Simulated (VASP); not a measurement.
Input of a VASP 6.6.1 run:

The input INCAR:

```
PREC     = Accurate       # precision mode
ENCUT    = 520            # plane-wave cutoff, eV
EDIFF    = 1E-7           # SCF threshold, eV
ISMEAR   = 0              # smearing method
SIGMA    = 0.15           # smearing width, eV
LREAL    = False          # projectors in reciprocal space
LASPH    = True           # aspherical terms in the spheres
NELM     = 80             # most SCF steps
ALGO     = Normal         # electronic algorithm
ISIF     = 2              # what is computed and relaxed
LWAVE    = False          # write WAVECAR
LCHARG   = False          # write CHGCAR
NBANDS   = 15             # bands
```

The input KPOINTS:

```
regular mesh
0
Gamma
  18 18 18
```

File POSCAR:

```
TaN
1.0
    0.0000000000      2.1194897592      2.1194897592
    2.1194897592      0.0000000000      2.1194897592
    2.1194897592      2.1194897592      0.0000000000
Ta N
1 1
Direct
    0.4956556505      0.5043443495      0.5043443495
    0.0561219980     -0.0561219980     -0.0561219980
```

Potentials or basis: VASP PAW LDA potentials, release 64 (Ta_pv, N).

The run is started by

```console
$ cat potpaw_LDA.64/Ta_pv/POTCAR potpaw_LDA.64/N/POTCAR > POTCAR
$ mpirun -np 1 vasp_std > vasp.out
```

Task: Predict the band gap on the k mesh.

Result: Zero (bands 8 and 9 overlap by 3.46 eV).

Task: Predict the pressure.

Result: 53.1 GPa.

Task: What does it give for the largest force?

Result: 4.723 eV/Å.

Stress tensor (GPa, compression positive):
```
87.34  0.00  0.00
 0.00 35.99  0.00
 0.00  0.00 35.99
```

Caveat: the cell differs from its parent crystal (atoms displaced along a vibrational mode, the cell strained); the cell stands under pressure; spin-orbit coupling is left out, which moves the levels of the heavy elements; forces of over 1 eV/Å act on the atoms, so gaps and moduli don't describe the material at rest.
